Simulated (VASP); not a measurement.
Input of a VASP 6.6.1 run:

Contents of INCAR:

```
  ALGO = Normal
  EDIFF = 1E-7
  ENCUT = 520
  GGA = CA
  ISIF = 2
  ISMEAR = 0
  LASPH = True
  LCHARG = False
  LREAL = False
  LWAVE = False
  NBANDS = 28
  NELM = 100
  PREC = Accurate
  SIGMA = 0.02
```

The input KPOINTS:

```
k-points
0
Gamma
  6 6 6
```

The input POSCAR:

```
LiCd3
1.0
    0.0000000000      3.2993043299      3.2993043299
    3.2993043299      0.0000000000      3.2993043299
    3.2993043299      3.2993043299      0.0000000000
Li Cd
1 3
Direct
    0.0000000000      0.0000000000      0.0000000000
    0.2500000000      0.2500000000      0.2500000000
    0.7500000000      0.7500000000      0.7500000000
    0.5000000000      0.5000000000      0.5000000000
```

Potentials or basis: VASP PAW LDA potentials, release 64 (Li_sv, Cd).

Launch:

```console
$ cat potpaw_LDA.64/Li_sv/POTCAR potpaw_LDA.64/Cd/POTCAR > POTCAR
$ mpirun -np 1 vasp_std > vasp.out
```

**Question.** What does it give for the band gap on the k mesh?

**Answer.** Zero (an odd number of electrons rules out a gap without spin polarisation).
